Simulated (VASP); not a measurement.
# Tl (P6_3/mmc) in VASP: notebook

Tl is run at these levels: PBE; tasks: single point.

Everything below comes from runs of VASP 6.6.1. Logs are shortened: lines on timing, memory, paths and dates and some standing lists are left out, and cuts for length are marked.

## 1. The cell of the first run

The structure is hexagonal, space group P6_3/mmc (No. 194). Conventional cell: a = 3.283 Å, b = 3.283 Å, c = 5.249 Å, α = 90.00°, β = 90.00°, γ = 120.00°. Tl (site symmetry -6m2) has 12 Tl at 3.24 to 3.28 Å within 4.3 Å.

## 2. Single point, PBE (strain -0.050 along x and y, -0.050 along z)

Input file INCAR:

```
SYSTEM = Tl
PREC     = Accurate       ! precision mode
ENCUT    = 520            ! plane-wave cutoff, eV
EDIFF    = 1E-6           ! SCF threshold, eV
ISMEAR   = 0              ! smearing method
SIGMA    = 0.15           ! smearing width, eV
LREAL    = .False.        ! projectors in reciprocal space
LASPH    = .True.         ! aspherical terms in the spheres
NELM     = 60             ! most SCF steps
ALGO     = Fast           ! electronic algorithm
ISIF     = 2              ! what is computed and relaxed
LWAVE    = .False.        ! write WAVECAR
LCHARG   = .False.        ! write CHGCAR
GGA      = PE             ! functional
NBANDS   = 20             ! bands
```

Input file KPOINTS:

```
regular mesh
0
Gamma
  18 18 10
  0 0 0
```

Input file POSCAR:

```
Tl
1.0
    3.2831984387      0.0000000000      0.0000000000
   -1.6415992194      2.8433332536      0.0000000000
    0.0000000000      0.0000000000      5.2487500000
Tl
2
Direct
    0.3333333333      0.6666666667      0.2500000000
    0.6666666667      0.3333333333      0.7500000000
```

Potentials or basis: VASP PAW PBE potentials, release 64 (Tl_d).

Run with:

```
cat potpaw_PBE.64/Tl_d/POTCAR > POTCAR
mpirun -np 1 vasp_std > vasp.out
```

OUTCAR:

```text
SYSTEM = Tl
   PREC = Accurate
   ENCUT = 520
   EDIFF = 1E-6
   ISMEAR = 0
   LREAL = .False.
   LASPH = .True.
   NELM = 60
   ISIF = 2
   GGA = PE

 ion  position               nearest neighbor table
   1  0.333  0.667  0.250-   2 3.24   2 3.24   2 3.24   2 3.24   2 3.24   2 3.24
   2  0.667  0.333  0.750-   1 3.24   1 3.24   1 3.24   1 3.24   1 3.24   1 3.24

  LATTYP: Found a hexagonal cell.
 ALAT       =     3.2831984387
 C/A-ratio  =     1.5986697417

  Lattice vectors:

 A1 = (   3.2831984387,   0.0000000000,   0.0000000000)
 A2 = (  -1.6415992194,   2.8433332536,   0.0000000000)
 A3 = (   0.0000000000,   0.0000000000,   5.2487500000)

Analysis of symmetry for initial positions (statically):
=====================================================================
 Subroutine PRICEL returns:
 Original cell was already a primitive cell.

 Routine SETGRP: Setting up the symmetry group for a
 hexagonal supercell.

 Subroutine GETGRP returns: Found 24 space group operations
 (whereof 12 operations were pure point group operations)
 out of a pool of 24 trial point group operations.

The static configuration has the point symmetry D_3d.
 The point group associated with its full space group is D_6h.

Analysis of symmetry for dynamics (positions and initial velocities):
=====================================================================
 Subroutine PRICEL returns:
 Original cell was already a primitive cell.

 Routine SETGRP: Setting up the symmetry group for a
 hexagonal supercell.

 Subroutine GETGRP returns: Found 24 space group operations
 (whereof 12 operations were pure point group operations)
 out of a pool of 24 trial point group operations.

The dynamic configuration has the point symmetry D_3d.
 The point group associated with its full space group is D_6h.

 Subroutine INISYM returns: Found 24 space group operations
 (whereof 12 operations are pure point group operations),
 and found     1 'primitive' translations

----------------------------------------------------------------------------------------

                                     Primitive cell

  volume of cell :      48.9983

  direct lattice vectors                    reciprocal lattice vectors
     3.283198439  0.000000000  0.000000000     0.304581042  0.175849946  0.000000000
    -1.641599219  2.843333254  0.000000000     0.000000000  0.351699893  0.000000000
     0.000000000  0.000000000  5.248750000     0.000000000  0.000000000  0.190521553

  length of vectors
     3.283198439  3.283198439  5.248750000     0.351699893  0.351699893  0.190521553

  position of ions in fractional coordinates (direct lattice)
     0.333333333  0.666666667  0.250000000
     0.666666667  0.333333333  0.750000000

  ion indices of the primitive-cell ions
   primitive index   ion index
                 1           1
                 2           2

----------------------------------------------------------------------------------------

 KPOINTS: regular mesh

Automatic generation of k-mesh.
 Grid dimensions read from file:
 generate k-points for:   18   18   10

 Generating k-lattice:

  Cartesian coordinates                     Fractional coordinates (reciprocal lattice)
     0.016921169  0.009769441  0.000000000     0.055555556 -0.000000000  0.000000000
     0.000000000  0.019538883  0.000000000     0.000000000  0.055555556  0.000000000
     0.000000000  0.000000000  0.019052155     0.000000000  0.000000000  0.100000000

  Length of vectors
     0.019538883  0.019538883  0.019052155

  Shift w.r.t. Gamma in fractional coordinates (k-lattice)
     0.000000000  0.000000000  0.000000000

 Subroutine IBZKPT returns following result:
 ===========================================

 Found    222 irreducible k-points:

 Following reciprocal coordinates:
            Coordinates               Weight
  0.000000  0.000000  0.000000      1.000000
  0.055556 -0.000000  0.000000      6.000000
  0.111111 -0.000000  0.000000      6.000000
  0.166667 -0.000000  0.000000      6.000000
  0.222222 -0.000000  0.000000      6.000000
  0.277778  0.000000  0.000000      6.000000
[... 16 lines left out ...]
  0.333333  0.111111  0.000000     12.000000
  0.388889  0.111111  0.000000     12.000000
 [... further k-points ...]
   k-points           NKPTS =    222   k-points in BZ     NKDIM =    222   number of bands    NBANDS=     20
   number of dos      NEDOS =    301   number of ions     NIONS =      2
   total plane-waves  NPLWV =  23040
   dimension x,y,z NGX =    24 NGY =   24 NGZ =   40
   dimension x,y,z NGXF=    48 NGYF=   48 NGZF=   80
   ions per type =               2
   NGX,Y,Z   is equivalent  to a cutoff of  12.15, 12.15, 12.67 a.u.
   NGXF,Y,Z  is equivalent  to a cutoff of  24.30, 24.30, 25.34 a.u.
 SYSTEM =  Tl
   PREC   = accura    normal or accurate (medium, high low for compatibility)
   ISTART =      0    job   : 0-new  1-cont  2-samecut
   ICHARG =      2    charge: 1-file 2-atom 10-const
   ISPIN  =      1    spin polarized calculation?
   LNONCOLLINEAR =      F non collinear calculations
   LSORBIT =      F    spin-orbit coupling
   LASPH  =      T    aspherical Exc in radial PAW
   ENCUT  =  520.0 eV  38.22 Ry    6.18 a.u.   6.10  6.10  9.76*2*pi/ulx,y,z
   NELM   =     60;   NELMIN=  2; NELMDL= -5     # of ELM steps
   EDIFF  = 0.1E-05   stopping-criterion for ELM
   LREAL  =      F    real-space projection
   EDIFFG = 0.1E-04   stopping-criterion for IOM
   NSW    =      0    number of steps for IOM
   IBRION =     -1    ionic relax: 0-MD 1-quasi-New 2-CG
   NFREE  =      0    steps in history (QN), initial steepest desc. (CG)
   ISIF   =      2    stress and relaxation
   ISYM   =      2    0-nonsym 1-usesym 2-fastsym
   POTIM  = 0.5000    time-step for ionic-motion
   TEBEG  =    0.0;   TEEND  =   0.0 temperature during run
   PSTRESS=    0.0 pullay stress
   NELECT =      26.0000    total number of electrons
   NUPDOWN=      -1.0000    fix difference up-down
   EMIN   =  10.00;   EMAX   =-10.00  energy-range for DOS
   EFERMI =   0.00;   METHOD = LEGACY
   ISMEAR =     0;   SIGMA  =   0.15  broadening in eV -4-tet -1-fermi 0-gaus
   EFERMI_NEDOS =   21; number of points for ismear=-14 and -15
   IALGO  =     68    algorithm
   IMIX   =      4    mixing-type and parameters
     AMIX     =   0.40;   BMIX     =  1.00
     AMIX_MAG =   1.60;   BMIX_MAG =  1.00
  volume/ion in A,a.u.               =      24.50       165.33
  Fermi-wavevector in a.u.,A,eV,Ry     =   1.325376  2.504597 23.900278  1.756621
  Thomas-Fermi vector in A             =   2.454841
   LORBIT       =      0    0 simple, 1 ext, 2 COOP (PROOUT), +10 PAW based schemes
   GGA     = PE    functional components
   LHFCALC =     F    Hartree Fock is set to
   AEXX    =    0.0000 exact exchange contribution
   IVDW    =     0    specifies the selected vdW correction
   LEPSILON=     F    determine dielectric tensor
   LRPA    =     F    only Hartree local field effects (RPA)
 non-spin polarized calculation
 RMM-DIIS sequential band-by-band and
 Gauss-broadening in eV      SIGMA  =   0.15
  energy-cutoff  :      520.00
  volume of cell :       49.00
 maximum number of plane-waves:      1335
   NGX = 13   NGY = 13   NGZ = 19

 number of electron      26.0000008 magnetization

 Free energy of the ion-electron system (eV)
  ---------------------------------------------------
  ext. energy  EPLUGINS =         0.00000000
  ---------------------------------------------------
  free energy    TOTEN  =        -4.02903811 eV

  energy without entropy =       -4.01933712  energy(sigma->0) =       -4.02418761

 E-fermi :   8.4209     XC(G=0): -10.9887

 val. band max:        8.4072239944   @ k =   0.3333   0.2222   0.2000
 cond. band min:       8.4246418997   @ k =   0.3333  -0.0000   0.4000
 fundamental gap:      0.0174179053
 Fermi energy:         8.4208895463

 k-point     1 :       0.0000    0.0000    0.0000
  band No.  band energies     occupation
      1      -3.9061      2.00000
      2      -3.4914      2.00000
      3      -3.4663      2.00000
      4      -3.4663      2.00000
      5      -3.3836      2.00000
      6      -3.3836      2.00000
[... 12 lines left out ...]
     19      19.9840      0.00000
     20      20.3869      0.00000

 k-point     2 :       0.0556   -0.0000    0.0000
  band No.  band energies     occupation
      1      -3.8877      2.00000
      2      -3.5218      2.00000
      3      -3.4470      2.00000
      4      -3.4342      2.00000
      5      -3.3868      2.00000
      6      -3.3658      2.00000
[... 12 lines left out ...]
     19      20.4445      0.00000
     20      20.4679      0.00000

 k-point     3 :       0.1111   -0.0000    0.0000
  band No.  band energies     occupation
      1      -3.8427      2.00000
      2      -3.5598      2.00000
      3      -3.4070      2.00000
      4      -3.3911      2.00000
      5      -3.3777      2.00000
      6      -3.3371      2.00000
[... 12 lines left out ...]
     19      20.5542      0.00000
     20      20.8439      0.00000

 k-point     4 :       0.1667   -0.0000    0.0000
  band No.  band energies     occupation
      1      -3.8082      2.00000
      2      -3.5776      2.00000
      3      -3.4283      2.00000
      4      -3.3980      2.00000
      5      -3.3621      2.00000
      6      -3.3146      2.00000
[... 12 lines left out ...]
     19      20.4253      0.00000
     20      20.9850      0.00000

 k-point     5 :       0.2222   -0.0000    0.0000
  band No.  band energies     occupation
      1      -3.8257      2.00000
      2      -3.5770      2.00000
      3      -3.4811      2.00000
      4      -3.4243      2.00000
      5      -3.4053      2.00000
      6      -3.2348      2.00000
[... 12 lines left out ...]
     19      19.8513      0.00000
     20      20.2625      0.00000
[... 353 lines left out ...]
      6      -3.1757      2.00000
[... 12 lines left out ...]
     19      18.5259      0.00000
     20      19.5166      0.00000

 k-point    22 :       0.2778    0.1111    0.0000
  band No.  band energies     occupation
      1      -3.8558      2.00000
      2      -3.6913      2.00000
      3      -3.6183      2.00000
      4      -3.4928      2.00000
      5      -3.3113      2.00000
      6      -3.1760      2.00000
[... 12 lines left out ...]
     19      18.1011      0.00000
     20      19.3345      0.00000

 k-point    23 :       0.3333    0.1111    0.0000
  band No.  band energies     occupation
      1      -3.9022      2.00000
      2      -3.7650      2.00000
      3      -3.6376      2.00000
      4      -3.5111      2.00000
      5      -3.2574      2.00000
      6      -3.2178      2.00000
[... 12 lines left out ...]
     19      17.7982      0.00000
     20      19.1912      0.00000

 k-point    24 :       0.3889    0.1111    0.0000
  band No.  band energies     occupation
      1      -3.9326      2.00000
      2      -3.8126      2.00000
      3      -3.6551      2.00000
      4      -3.5215      2.00000
      5      -3.2450      2.00000
      6      -3.2195      2.00000
[... 12 lines left out ...]
     19      17.6159      0.00000
     20      19.1023      0.00000

 [... further k-points ...]

------------------------ aborting loop because EDIFF is reached ----------------------------------------

  FORCE on cell =-STRESS in cart. coord.  units (eV):
  Direction    XX          YY          ZZ          XY          YZ          ZX
  --------------------------------------------------------------------------------------
  -------------------------------------------------------------------------------------
  Total        3.8604194      3.8604194      4.1043509     -0.0000000      0.0000000      0.0000000
  in kB      126.2304958    126.2304958    134.2067244     -0.0000000      0.0000000      0.0000000
  external PRESSURE =     128.8892387 kB  Pullay stress =       0.0000000 kB

 VOLUME and BASIS-vectors are now :
 -----------------------------------------------------------------------------
  energy-cutoff  :      520.00
  volume of cell :       49.00
      direct lattice vectors                 reciprocal lattice vectors
     3.283198439  0.000000000  0.000000000     0.304581042  0.175849946  0.000000000
    -1.641599219  2.843333254  0.000000000     0.000000000  0.351699893  0.000000000
     0.000000000  0.000000000  5.248750000     0.000000000  0.000000000  0.190521553

 POSITION                                       TOTAL-FORCE (eV/Angst)
 -----------------------------------------------------------------------------------
     -0.00000      1.89556      1.31219         0.000000     -0.000000      0.000000
      1.64160      0.94778      3.93656        -0.000000      0.000000      0.000000
 -----------------------------------------------------------------------------------
    total drift:                               -0.000000      0.000000      0.000000

  FREE ENERGIE OF THE ION-ELECTRON SYSTEM (eV)
  ---------------------------------------------------
  free  energy   TOTEN  =        -4.0290381084 eV

  energy  without entropy=       -4.0193371151  energy(sigma->0) =       -4.02418761
```

It took 2.8 min on 1 thread of AMD EPYC 7R13, shared host; peak memory 0.26 GiB.

Results:

```
Free energy            : -4.0290 eV
Pressure               : 12.9 GPa
Band gap on the k mesh : zero (bands 13 and 14 overlap by 6.96 eV)
```

Caveat: the cell differs from its parent crystal (strain -0.050 along x and y, -0.050 along z); the cell stands under pressure; spin-orbit coupling is left out, which moves the levels of the heavy elements.

## 3. Single point, PBE (strain -0.050 along x and y, -0.025 along z)

Input file INCAR:

```
SYSTEM = Tl
ALGO = Fast
EDIFF = 1E-6
ENCUT = 520
GGA = PE
ISIF = 2
ISMEAR = 0
LASPH = .True.
LCHARG = .False.
LREAL = .False.
LWAVE = .False.
NBANDS = 20
NELM = 80
PREC = Accurate
SIGMA = 0.15
```

Input file KPOINTS:

```
k-points
0
Gamma
  18 18 10
  0 0 0
```

POSCAR: that of step 2 with these lines changed.

```diff
@@ -4,3 +4,3 @@
    -1.6415992194      2.8433332536      0.0000000000
-    0.0000000000      0.0000000000      5.2487500000
+    0.0000000000      0.0000000000      5.3868750000
 Tl
```

Potentials or basis: VASP PAW PBE potentials, release 64 (Tl_d).

Run with:

```
cat potpaw_PBE.64/Tl_d/POTCAR > POTCAR
mpirun -np 1 vasp_std > vasp.out
```

It took 2.7 min on 1 thread of AMD EPYC 7R13, shared host; peak memory 0.26 GiB.

The run converged. Its results:

```
Free energy            : -4.1231 eV
Pressure               : 10.7 GPa
Band gap on the k mesh : zero (bands 13 and 14 overlap by 6.47 eV)
```

Stress tensor (GPa, compression positive):
```
11.02  0.00  0.00
 0.00 11.02  0.00
 0.00  0.00  9.95
```

Levels at points of the mesh, in eV from the Fermi level:
```csv
k point,band 11,band 12,band 13,band 14,band 15,band 16
"(0.00, 0.00, 0.00)",-11.07,-5.39,-3.57,9.16,9.16,10.63
"(0.50, 0.00, 0.00)",-5.85,-4.92,-0.69,0.22,1.27,4.00
"(0.00, 0.00, 0.50)",-9.46,-9.46,3.32,3.32,10.18,10.18
"(0.50, 0.00, 0.50)",-4.64,-4.64,-2.79,-2.79,6.15,6.15
```

Caveat: the cell differs from its parent crystal (strain -0.050 along x and y, -0.025 along z); the cell stands under pressure; spin-orbit coupling is left out, which moves the levels of the heavy elements.

(Part 1 of 2 ends here.)

The gap in the log of VASP goes by the Fermi energy; the results here count the filled bands.